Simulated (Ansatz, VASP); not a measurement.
Pb in VASP and in Ansatz

```xyz
2
Lattice="3.4176 0.0000 0.0000 -1.7088 2.9597 0.0000 0.0000 0.0000 5.7026" Properties=species:S:1:pos:R:3 pbc="T T T"
Pb    0.0000    1.9732    1.4257
Pb    1.7088    0.9866    4.2770
```

Alike in both runs: functional LDA; k mesh 14 × 14 × 8; occupations fermi-dirac, width 0.05 eV; no spin polarisation.

Ansatz relaxed the structure, and its values are those at the end. VASP's run is a single point on that final structure, the one shown.

|  | VASP | Ansatz |
| --- | --- | --- |
| version | VASP 6.6.1 | Ansatz 0.2.0 |
| potentials or method | VASP PAW LDA potentials, release 64 (Pb_d) | PAW with Ansatz's default frozen-core files, scalar-relativistic |
| plane-wave cutoff (eV) | 520 | 420 |
| valence electrons in the cell | 28 | 28 |

```csv
,VASP,Ansatz,Ansatz less VASP
pressure (GPa),0.0,0.0,-0.06
```

LDA's correlation is that of Perdew and Zunger in VASP and of Perdew and Wang (1992) in Ansatz.

Neither program's run includes spin-orbit coupling.
